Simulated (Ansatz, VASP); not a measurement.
Se in VASP and in Ansatz

File INCAR:

```
SYSTEM = Se
PREC = Accurate
ENCUT = 520
EDIFF = 1E-7
ISMEAR = -1
SIGMA = 0.03
LREAL = .FALSE.
LASPH = .TRUE.
NELM = 80
ALGO = Normal
ISIF = 2
LWAVE = .FALSE.
LCHARG = .FALSE.
GGA = CA
NBANDS = 16
```

File KPOINTS:

```
regular mesh
0
G
  8 8 6
  0 0 0
```

Contents of POSCAR:

```
Se
1.0
    4.3116179808      0.0000000000      0.0000000000
   -2.1558089904      3.7339707028      0.0000000000
    0.0000000000      0.0000000000      4.9494500000
Se
3
Direct
    0.2170000000      0.0000000000      0.1666666667
    0.0000000000      0.2170000000      0.8333333333
    0.7830000000      0.7830000000      0.5000000000
```

Input for Ansatz:

```yaml
crystal:
  lattice:
    - [4.3116179808, 0.0, 0.0]
    - [-2.1558089904, 3.7339707028, 0.0]
    - [0.0, 0.0, 4.94945]
  atoms:
    - { symbol: Se, position: [0.217, 0.0, 0.1666666667] }
    - { symbol: Se, position: [0.0, 0.217, 0.8333333333] }
    - { symbol: Se, position: [0.783, 0.783, 0.5] }
kpoints:
  mp_grid: { grid: [8, 8, 6] }
  band_path:
    path:
      - [0.0, 0.0, 0.0]
      - [0.5, 0.0, 0.0]
      - [0.3333333333, 0.3333333333, 0.0]
      - [0.0, 0.0, 0.0]
      - [0.0, 0.0, 0.5]
      - [0.5, 0.0, 0.5]
      - [0.3333333333, 0.3333333333, 0.5]
      - [0.0, 0.0, 0.5]
      - [0.5, 0.0, 0.5]
    npoints: 5
scf:
  occupations: { method: fermi_dirac, width: 0.03 }
hamiltonian:
  xc: lda
  pseudopotentials: { kind: all_electron, lapw: { basis_error: 0.0005 } }
output:
  forces: true
  stress: true
  eigenvalues: true
```

Change from the starting cell: equal xx and yy strain of -1 %.

Alike in both runs: task single point; functional LDA; k mesh 8 × 8 × 6; occupations fermi-dirac, width 0.03 eV; no spin polarisation.

|  | VASP | Ansatz |
| --- | --- | --- |
| version | VASP 6.6.1 | Ansatz 0.2.0 |
| potentials or method | VASP PAW LDA potentials, release 64 (Se), cutoff 520 eV | all-electron LAPW, scalar-relativistic |

|  | VASP | Ansatz | Ansatz less VASP |
| --- | --- | --- | --- |
| pressure (GPa) | 2.7 | 2.4 | -0.28 |
| traceless stress, the component that is largest in VASP (GPa) | 1.86 | 1.73 | -0.133 |
| rms of the force components (eV/Å) | 0.692 | 0.653 | -0.0392 |

LDA's correlation is that of Perdew and Zunger in VASP and of Perdew and Wang (1992) in Ansatz. Atom by atom the forces differ by 0.039 eV/Å (rms over components). Ansatz ran all-electron here, and VASP with PAW potentials.
